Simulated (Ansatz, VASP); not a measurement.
## Pd: VASP beside Ansatz

File INCAR:

```
  ALGO = Normal
  EDIFF = 1E-6
  EDIFFG = -0.01
  ENCUT = 600
  GGA = CA
  IBRION = 2
  ISIF = 3
  ISMEAR = -1
  LASPH = True
  LCHARG = False
  LREAL = False
  LWAVE = False
  NELM = 80
  NSW = 80
  PREC = Accurate
  SIGMA = 0.1
```

File KPOINTS:

```
k-points
0
Gamma
  12 12 12
```

POSCAR

```
Pd
1.0
    2.5140960172      0.0000000000      0.0000000000
    0.0000000000      2.5140960172      0.0000000000
    0.0000000000      0.0000000000      2.5140960172
Pd
1
Direct
    0.0000000000      0.0000000000      0.0000000000
```

Input for Ansatz:

```yaml
crystal:
  lattice:
    - [2.5140960172, 0.0, 0.0]
    - [0.0, 2.5140960172, 0.0]
    - [0.0, 0.0, 2.5140960172]
  atoms:
    - { symbol: Pd, position: [0.0, 0.0, 0.0] }
hamiltonian:
  xc: lda
  pseudopotentials:
    kind: paw
    azcp:
      Pd: "pseudopotentials/Pd.paw.azcp"
basis:
  ecutwfc: 420
  fft_grid_basis: typed
kpoints:
  mp_grid: { grid: [12, 12, 12], shift: [0, 0, 0] }
magnetization:
  spin_polarized: false
scf:
  occupations: { method: fermi_dirac, width: 0.1 }
relax:
  max_steps: 60
  f_tol: 0.01
  cell: {}
```

Alike in both runs: task relaxation of cell and atoms; functional LDA; k mesh 12 × 12 × 12; occupations fermi-dirac, width 0.1 eV; no spin polarisation.

|  | VASP | Ansatz |
| --- | --- | --- |
| version | VASP 6.6.1 | Ansatz 0.2.0 |
| potentials or method | VASP PAW LDA potentials, release 64 (Pd), cutoff 600 eV | plane waves (420 eV) with PAW, scalar-relativistic |
| valence electrons in the cell | 10 | 18 |

|  | VASP | Ansatz | Ansatz less VASP |
| --- | --- | --- | --- |
| relaxed volume (Å³/atom) | 16.38 | 16.38 | -0.005 |
| relaxed cell length with the largest relative difference (Å) | 2.540 | 2.539 | -0.0003 |

Ansatz warns that its potentials were made for another functional, while VASP's fit it. LDA's correlation is that of Perdew and Zunger in VASP and of Perdew and Wang (1992) in Ansatz. VASP's potentials hold 10 valence electrons a cell and Ansatz's 18, so a difference there can come from the potentials and not from the codes.
